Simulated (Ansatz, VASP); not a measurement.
BP in VASP and in Ansatz

Contents of INCAR:

```
PREC     = Accurate       # precision mode
ENCUT    = 520            # plane-wave cutoff, eV
EDIFF    = 1E-6           # SCF threshold, eV
ISMEAR   = 0              # smearing method
SIGMA    = 0.05           # smearing width, eV
LREAL    = False          # projectors in reciprocal space
LASPH    = True           # aspherical terms in the spheres
NELM     = 100            # most SCF steps
ALGO     = Normal         # electronic algorithm
ISIF     = 2              # what is computed and relaxed
LWAVE    = False          # write WAVECAR
LCHARG   = True           # write CHGCAR
GGA      = PE             # functional
LELF     = True           # ELF
LVHAR    = True         
NBANDS   = 11             # bands
```

Contents of KPOINTS:

```
Automatic mesh
0
Gamma
  10 10 10
```

The input POSCAR:

```
BP
1.0
    0.0000000000      2.0874800000      2.4505200000
    2.0874800000      0.0000000000      2.4505200000
    2.0874800000      2.0874800000      0.0000000000
B P
1 1
Direct
    0.0000000000      0.0000000000      0.0000000000
    0.7500000000      0.7500000000      0.7500000000
```

Input for Ansatz:

```yaml
crystal:
  lattice:
    - [0.0, 2.08748, 2.45052]
    - [2.08748, 0.0, 2.45052]
    - [2.08748, 2.08748, 0.0]
  atoms:
    - { symbol: B, position: [0.0, 0.0, 0.0] }
    - { symbol: P, position: [0.75, 0.75, 0.75] }
basis:
  ecutwfc: 420
kpoints:
  mp_grid: { grid: [10, 10, 10] }
hamiltonian:
  xc: pbe
scf:
  occupations: { method: gaussian, width: 0.05 }
output:
  forces: true
  stress: true
  eigenvalues: true
```

Change from the starting cell: strain -0.080 along x and y, +0.080 along z, atoms carried along.

Alike in both runs: task single point; functional PBE; k mesh 10 × 10 × 10; occupations gaussian, width 0.05 eV; no spin polarisation.

|  | VASP | Ansatz |
| --- | --- | --- |
| version | VASP 6.6.1 | Ansatz 0.2.0 |
| potentials or method | VASP PAW PBE potentials, release 64 (B, P), cutoff 520 eV | scalar-relativistic, plane waves, PAW |
| valence electrons in the cell | 8 | 8 |

```csv
,VASP,Ansatz,Ansatz less VASP
gap on the k mesh at the Fermi level (eV),none,none,-
pressure (GPa),17.7,18.1,+0.32
"traceless stress, the component that is largest in VASP (GPa)",-36.92,-36.86,+0.057
```

A gap of «none» marks a metal or a gap that the smearing closes. The functional is the same, so the differences come from potentials, cutoffs and numerics.
